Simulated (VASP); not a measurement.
Here is a VASP 6.6.1 calculation.

Contents of POSCAR:

```
Ga
1.0
    2.6706200783      0.0000000000      0.0000000000
    0.0000000000      2.6706200783      0.0000000000
    0.0000000000      0.0000000000      2.6706200783
Ga
1
Direct
    0.0000000000      0.0000000000      0.0000000000
```

The input INCAR.step1:

```
ALGO = Normal
EDIFF = 1E-5
ENCUT = 520
GGA = PE
ISIF = 2
ISMEAR = -1
LASPH = True
LREAL = False
LWAVE = True
NBANDS = 12
NELM = 60
PREC = Accurate
SIGMA = 0.1
```

File INCAR.step2:

```
AEXX = 0.25
ALGO = Normal
EDIFF = 1E-6
ENCUT = 520
ISIF = 2
ISMEAR = -1
ISTART = 1
LASPH = True
LCHARG = True
LELF = True
LHFCALC = True
LMIXTAU = True
LREAL = False
LVHAR = True
LWAVE = False
METAGGA = R2SCAN
NBANDS = 12
NELM = 60
PREC = Accurate
PRECFOCK = Normal
SIGMA = 0.1
```

The input KPOINTS:

```
k-points
0
Gamma
  6 6 6
```

Potentials or basis: VASP PAW PBE potentials, release 64 (Ga_d).

Launch:

```console
$ cat potpaw_PBE.64/Ga_d/POTCAR > POTCAR
$ cp INCAR.step1 INCAR
$ mpirun -np 1 vasp_std > vasp.out
$ cp INCAR.step2 INCAR
$ mpirun -np 1 vasp_std > vasp.out
```

Task: Predict the pressure.

Result: 1.4 GPa.

Caveat: the k points lie up to 0.39 Å⁻¹ apart; the PAW data sets were made with another functional, which shifts forces and pressure a little.
